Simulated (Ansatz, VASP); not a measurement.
## Two plane-wave programs on Si

```
CELL_PARAMETERS angstrom
3.64600 0.00000 0.00000
-1.82300 3.15753 0.00000
0.00000 0.00000 28.00000
ATOMIC_POSITIONS crystal
Si 0.33333 0.66667 0.51020
Si 0.66667 0.33333 0.48980
```

Alike in both runs: task single point; functional LDA; k mesh 15 × 15 × 1; occupations gaussian, width 0.1 eV; no spin polarisation.

```csv
,VASP,Ansatz
version,VASP 6.6.1,Ansatz 0.2.0
potentials or method,"VASP PAW LDA potentials, release 64 (Si), cutoff 520 eV","scalar-relativistic, plane waves, PAW"
valence electrons in the cell,8,8
```

|  | VASP | Ansatz | Ansatz less VASP |
| --- | --- | --- | --- |
| gap on the k mesh at the Fermi level (eV) | none | none | - |
| rms of the force components (eV/Å) | 0.153 | 0.155 | +0.0022 |

Ansatz warns that its potentials were made for another functional, while VASP's fit it. LDA's correlation is that of Perdew and Zunger in VASP and of Perdew and Wang (1992) in Ansatz. Atom by atom the forces differ by 0.002 eV/Å (rms over components). A gap of «none» marks a metal or a gap that the smearing closes. Ansatz's warnings: xc potential rough in thin density.
